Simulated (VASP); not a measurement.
A run of VASP 6.6.1:

Contents of INCAR:

```
SYSTEM = CuAu3
  PREC = Accurate
  ENCUT = 520
  EDIFF = 1E-6
  ISMEAR = 0
  SIGMA = 0.1
  LREAL = .FALSE.
  LASPH = .TRUE.
  NELM = 80
  ALGO = Fast
  ISIF = 2
  LWAVE = .FALSE.
  LCHARG = .FALSE.
  GGA = PS
  NBANDS = 30
```

The input KPOINTS:

```
Automatic mesh
0
G
  14 14 14
  0 0 0
```

Contents of POSCAR:

```
CuAu3
1.0
    4.0537367837      0.0000000000      0.0000000000
    0.0000000000      3.9405333123      0.0000000000
    0.0000000000      0.0000000000      3.9405333123
Cu Au
1 3
Direct
    0.0000000000      0.0000000000      0.0000000000
    0.0000000000      0.5000000000      0.5000000000
    0.5000000000      0.0000000000      0.5000000000
    0.5000000000      0.5000000000      0.0000000000
```

Potentials or basis: VASP PAW PBE potentials, release 64 (Cu, Au).

Run with:

```sh
$ cat potpaw_PBE.64/Cu/POTCAR potpaw_PBE.64/Au/POTCAR > POTCAR
$ mpirun -np 1 vasp_std > vasp.out
```

Hardware: 1 thread of Intel Xeon 8259CL, with other jobs on the host.

Estimate the wall time of this run.

Wall time 15 min on 1 thread of Intel Xeon 8259CL (shared host), peak memory 0.54 GiB. Counts: scf iterations 17, k points 288.
